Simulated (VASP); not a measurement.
TiPt3, 4 atoms in the cell. The structure is tetragonal, space group P4/mmm (No. 123). Conventional cell: a = 3.936 Å, b = 3.936 Å, c = 3.820 Å, α = 90.00°, β = 90.00°, γ = 90.00°. Within 3.6 Å of Ti (site symmetry 4/mmm) lie 12 Pt at 2.74 to 2.78 Å. Within 3.6 Å of Pt (site symmetry mmm) lie 4 Ti at 2.74 Å and 8 Pt at 2.74 to 2.78 Å. Within 3.6 Å of Pt (site symmetry 4/mmm) lie 8 Pt at 2.74 Å and 4 Ti at 2.78 Å. 

| Property | Result |
| --- | --- |
| Program | VASP 6.6.1 |
| Task | single point |
| Functional | LDA |
| Potentials or basis | VASP PAW LDA potentials, release 64 (Ti_sv, Pt) |
| Cutoff | 520 eV |
| k mesh | 9 × 9 × 9 |
| Occupations | fermi-dirac, width 0.05 eV |
| Spin | no spin polarisation |
| Dipole correction | no |
| Further INCAR settings | ALGO = Normal; EDIFF = 1e-06; NBANDS = 29 |

Potentials or basis: VASP PAW LDA potentials, release 64 (Ti_sv, Pt).

Launch:

```console
$ cat potpaw_LDA.64/Ti_sv/POTCAR potpaw_LDA.64/Pt/POTCAR > POTCAR
$ mpirun -np 1 vasp_std > vasp.out
```

Hardware: 1 thread of Intel(R) Xeon(R) Platinum 8259CL CPU @ 2.50GHz (Skylake/Cascade Lake), on a shared host.

Task: Estimate the wall time of this run.

Result: Run time: 3 min on 1 thread of Intel(R) Xeon(R) Platinum 8259CL CPU @ 2.50GHz (Skylake/Cascade Lake), with other jobs on the host, peak memory 0.23 GiB. Counts: scf iterations 16, k points 75.
